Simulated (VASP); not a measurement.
# BN (P6_3/mmc) in VASP: a series of runs

The runs below take BN through relaxation of the atoms, single point, with PBE.

Everything below comes from runs of VASP 6.6.1. Logs are shortened: lines on timing, memory, paths and dates and some standing lists are left out, and cuts for length are marked.

## (1) The cell of the first run

Symmetry: P6_3/mmc, No. 194, hexagonal system. Conventional cell: a = 2.502 Å, b = 2.502 Å, c = 7.369 Å, α = 90.00°, β = 90.00°, γ = 120.00°. B (site symmetry -6m2) has 3 N at 1.44 Å within 1.9 Å. Within 1.9 Å of N (site symmetry -6m2) lie 3 B at 1.44 Å.

## (2) Relaxation of the atoms, PBE

File INCAR:

```
SYSTEM = BN
PREC = Accurate
ENCUT = 520
EDIFF = 1E-6
ISMEAR = -1
SIGMA = 0.02
LREAL = .False.
LASPH = .True.
NELM = 100
ALGO = Normal
ISIF = 2
LWAVE = .False.
LCHARG = .False.
GGA = PE
IBRION = 2
NSW = 80
EDIFFG = -0.02
```

File KPOINTS:

```
regular mesh
0
Gamma
  14 14 4
  0 0 0
```

File POSCAR:

```
BN
1.0
    2.5016395345      0.0000000000      0.0000000000
   -1.2508197673      2.1664833880      0.0000000000
    0.0000000000      0.0000000000      7.3693201700
B N
2 2
Direct
    0.6666666667      0.3333333333      0.7500000000
    0.3333333333      0.6666666667      0.2500000000
    0.0000000000      0.0000000000      0.7500000000
    0.0000000000      0.0000000000      0.2500000000
```

Potentials or basis: VASP PAW PBE potentials, release 64 (B, N).

Command:

```bash
$ cat potpaw_PBE.64/B/POTCAR potpaw_PBE.64/N/POTCAR > POTCAR
$ mpirun -np 1 vasp_std > vasp.out
```

OUTCAR:

```text
SYSTEM = BN
   PREC = Accurate
   ENCUT = 520
   EDIFF = 1E-6
   ISMEAR = -1
   LREAL = .False.
   LASPH = .True.
   NELM = 100
   ISIF = 2
   GGA = PE
   IBRION = 2
   NSW = 80
   EDIFFG = -0.02

 ion  position               nearest neighbor table
   1  0.667  0.333  0.750-   3 1.44   3 1.44   3 1.44
   2  0.333  0.667  0.250-   4 1.44   4 1.44   4 1.44
   3  0.000  0.000  0.750-   1 1.44   1 1.44   1 1.44
   4  0.000  0.000  0.250-   2 1.44   2 1.44   2 1.44

  LATTYP: Found a hexagonal cell.
 ALAT       =     2.5016395345
 C/A-ratio  =     2.9457961742

  Lattice vectors:

 A1 = (   2.5016395345,   0.0000000000,   0.0000000000)
 A2 = (  -1.2508197673,   2.1664833880,   0.0000000000)
 A3 = (   0.0000000000,   0.0000000000,   7.3693201700)

Analysis of symmetry for initial positions (statically):
=====================================================================
 Subroutine PRICEL returns:
 Original cell was already a primitive cell.

 Routine SETGRP: Setting up the symmetry group for a
 hexagonal supercell.

 Subroutine GETGRP returns: Found 24 space group operations
 (whereof 12 operations were pure point group operations)
 out of a pool of 24 trial point group operations.

The static configuration has the point symmetry D_3d.
 The point group associated with its full space group is D_6h.

Analysis of symmetry for dynamics (positions and initial velocities):
=====================================================================
 Subroutine PRICEL returns:
 Original cell was already a primitive cell.

 Routine SETGRP: Setting up the symmetry group for a
 hexagonal supercell.

 Subroutine GETGRP returns: Found 24 space group operations
 (whereof 12 operations were pure point group operations)
 out of a pool of 24 trial point group operations.

The dynamic configuration has the point symmetry D_3d.
 The point group associated with its full space group is D_6h.

 Subroutine INISYM returns: Found 24 space group operations
 (whereof 12 operations are pure point group operations),
 and found     1 'primitive' translations

----------------------------------------------------------------------------------------

                                     Primitive cell

  volume of cell :      39.9400

  direct lattice vectors                    reciprocal lattice vectors
[... 103 lines left out ...]
   NUPDOWN=      -1.0000    fix difference up-down
   EMIN   =  10.00;   EMAX   =-10.00  energy-range for DOS
   EFERMI =   0.00;   METHOD = LEGACY
   ISMEAR =    -1;   SIGMA  =   0.02  broadening in eV -4-tet -1-fermi 0-gaus
   EFERMI_NEDOS =   21; number of points for ismear=-14 and -15
   IALGO  =     38    algorithm
   IMIX   =      4    mixing-type and parameters
     AMIX     =   0.40;   BMIX     =  1.00
     AMIX_MAG =   1.60;   BMIX_MAG =  1.00
  volume/ion in A,a.u.               =       9.98        67.38
  Fermi-wavevector in a.u.,A,eV,Ry     =   1.206829  2.280576 19.816010  1.456436
  Thomas-Fermi vector in A             =   2.342484
   LORBIT       =      0    0 simple, 1 ext, 2 COOP (PROOUT), +10 PAW based schemes
   GGA     = PE    functional components
   LHFCALC =     F    Hartree Fock is set to
   AEXX    =    0.0000 exact exchange contribution
   IVDW    =     0    specifies the selected vdW correction
   LEPSILON=     F    determine dielectric tensor
   LRPA    =     F    only Hartree local field effects (RPA)
 conjugate gradient relaxation of ions
 non-spin polarized calculation
  energy-cutoff  :      520.00
  volume of cell :       39.94
 maximum number of plane-waves:      1095
 NGX is ok and might be reduce to    20
   NGX =  9   NGY =  9   NGZ = 27

 number of electron      15.9999999 magnetization

 Free energy of the ion-electron system (eV)
  ---------------------------------------------------
  ext. energy  EPLUGINS =         0.00000000
  ---------------------------------------------------
  free energy    TOTEN  =       -35.17321630 eV

  energy without entropy =      -35.17321630  energy(sigma->0) =      -35.17321630

 E-fermi :   2.1508     XC(G=0):  -9.3871

 val. band max:        1.7104901920   @ k =   0.3571   0.2857   0.0000
 cond. band min:       5.6147644869   @ k =   0.5000  -0.0000   0.0000
 fundamental gap:      3.9042742949
 Fermi energy:         2.1507613988

 k-point     1 :       0.0000    0.0000    0.0000
  band No.  band energies     occupation
      1     -16.2420      2.00000
      2     -16.1154      2.00000
      3      -4.3443      2.00000
      4      -3.1068      2.00000
      5       0.1698      2.00000
      6       0.1698      2.00000
      7       0.1804      2.00000
      8       0.1804      2.00000
      9       6.2363      0.00000
     10      10.5564      0.00000
     11      13.0932      0.00000
     12      13.1407      0.00000
[... 331 lines left out ...]
 k-point    24 :       0.3571    0.2857    0.0000
  band No.  band energies     occupation
      1     -12.5689      2.00000
      2     -12.5133      2.00000
      3      -6.5746      2.00000
      4      -6.5022      2.00000
      5      -5.4596      2.00000
      6      -5.4028      2.00000
      7       1.1676      2.00000
      8       1.7105      2.00000
      9       6.0062      0.00000
     10       6.3727      0.00000
     11      14.2864      0.00000
     12      14.4197      0.00000

 [... further k-points ...]

------------------------ aborting loop because EDIFF is reached ----------------------------------------

  FORCE on cell =-STRESS in cart. coord.  units (eV):
  Direction    XX          YY          ZZ          XY          YZ          ZX
  --------------------------------------------------------------------------------------
  -------------------------------------------------------------------------------------
  Total        0.9956310      0.9956310      0.3779368     -0.0000000      0.0000000      0.0000000
  in kB       39.9393946     39.9393946     15.1608063     -0.0000000      0.0000000      0.0000000
  external PRESSURE =      31.6798652 kB  Pullay stress =       0.0000000 kB

 VOLUME and BASIS-vectors are now :
 -----------------------------------------------------------------------------
  energy-cutoff  :      520.00
  volume of cell :       39.94
      direct lattice vectors                 reciprocal lattice vectors
     2.501639535  0.000000000  0.000000000     0.399737846  0.230788753  0.000000000
    -1.250819767  2.166483388  0.000000000     0.000000000  0.461577506  0.000000000
     0.000000000  0.000000000  7.369320170     0.000000000  0.000000000  0.135697727

 POSITION                                       TOTAL-FORCE (eV/Angst)
 -----------------------------------------------------------------------------------
      1.25082      0.72216      5.52699         0.000000     -0.000000     -0.000000
     -0.00000      1.44432      1.84233        -0.000000      0.000000      0.000000
      0.00000      0.00000      5.52699        -0.000000      0.000000     -0.000000
      0.00000      0.00000      1.84233        -0.000000     -0.000000     -0.000000
 -----------------------------------------------------------------------------------
    total drift:                               -0.000000      0.000000      0.000000

  FREE ENERGIE OF THE ION-ELECTRON SYSTEM (eV)
  ---------------------------------------------------
  free  energy   TOTEN  =       -35.1732162974 eV

  energy  without entropy=      -35.1732162974  energy(sigma->0) =      -35.17321630

 reached required accuracy - stopping structural energy minimisation
```

CONTCAR:

```text
BN
   1.00000000000000
     2.5016395345000002    0.0000000000000000    0.0000000000000000
    -1.2508197673000001    2.1664833880000001    0.0000000000000000
     0.0000000000000000    0.0000000000000000    7.3693201699999999
  B               N
     2     2
Direct
     0.6666666667000030    0.3333333332999970    0.7500000000000000
     0.3333333332999970    0.6666666667000030    0.2500000000000000
     0.0000000000000000    0.0000000000000000    0.7500000000000000
     0.0000000000000000    0.0000000000000000    0.2500000000000000

  0.00000000E+00  0.00000000E+00  0.00000000E+00
  0.00000000E+00  0.00000000E+00  0.00000000E+00
  0.00000000E+00  0.00000000E+00  0.00000000E+00
  0.00000000E+00  0.00000000E+00  0.00000000E+00
```

It used 72 s of CPU time on 1 thread of AMD EPYC 7R13 Processor (Zen 3), on a shared host.

Results:

```
Free energy             : -35.1732 eV
Pressure after relaxing : 3.2 GPa
Band gap on the k mesh  : 3.90 eV, indirect (least direct gap 4.30 eV)
```

Stress tensor (GPa, compression positive):
```
3.99 0.00 0.00
0.00 3.99 0.00
0.00 0.00 1.52
```

Final structure:
```xyz
4
Lattice="2.5016 0.0000 0.0000 -1.2508 2.1665 0.0000 0.0000 0.0000 7.3693" Properties=species:S:1:pos:R:3 pbc="T T T"
B     1.2508    0.7222    5.5270
B     0.0000    1.4443    1.8423
N     0.0000    0.0000    5.5270
N     0.0000    0.0000    1.8423
```

Caveat: the relaxation stopped at its first step, so nothing moved; this functional lacks dispersion, which binds the layers, so the pressure and a relaxed spacing across them are unreliable. A k mesh can miss the band edges.

## (3) Single point, PBE

File INCAR:

```
ALGO     = Normal         # electronic algorithm
EDIFF    = 1E-6           # SCF threshold, eV
ENCUT    = 520            # plane-wave cutoff, eV
GGA      = PE             # functional
ISIF     = 2              # what is computed and relaxed
ISMEAR   = -1             # smearing method
LASPH    = True           # aspherical terms in the spheres
LCHARG   = False          # write CHGCAR
LREAL    = False          # projectors in reciprocal space
LWAVE    = False          # write WAVECAR
NBANDS   = 16             # bands
NELM     = 80             # most SCF steps
PREC     = Accurate       # precision mode
SIGMA    = 0.02           # smearing width, eV
```

File KPOINTS:

```
k-points
0
Gamma
  14 14 4
```

POSCAR is that of step 2.

Potentials or basis: VASP PAW PBE potentials, release 64 (B, N).

Command:

```bash
$ cat potpaw_PBE.64/B/POTCAR potpaw_PBE.64/N/POTCAR > POTCAR
$ mpirun -np 1 vasp_std > vasp.out
```

Wall time 60 s (1 thread of Intel Xeon Platinum 8259CL at 2.50GHz (Skylake/Cascade Lake), shared host); peak memory 0.17 GiB.

Results (log left out):

```yaml
Free_energy: -35.1732 eV
Pressure: 3.2 GPa
Band_gap_on_the_k_mesh: 3.90 eV, indirect (least direct gap 4.30 eV)
```

Stress tensor (GPa, compression positive):
```
4.00 0.00 0.00
0.00 4.00 0.00
0.00 0.00 1.51
```

Levels at points of the mesh, in eV from the valence-band top:
```tsv
k point	band 4	band 5	band 6	band 7	band 8	band 9	band 10	band 11	band 12	band 13
(0.00, 0.00, 0.00)	-4.82	-1.54	-1.54	-1.53	-1.53	4.53	8.85	11.36	11.38	11.38
(0.50, 0.00, 0.00)	-9.05	-4.35	-4.33	-1.42	-0.80	3.90	5.42	9.27	9.85	12.05
(0.00, 0.00, 0.50)	-5.49	-1.54	-1.54	-1.54	-1.54	6.34	6.34	11.41	11.41	11.41
(0.50, 0.00, 0.50)	-9.11	-4.34	-4.34	-1.12	-1.12	4.55	4.55	9.60	9.60	13.44
```

Caveat: this functional lacks dispersion, which binds the layers, so the pressure and a relaxed spacing across them are unreliable.
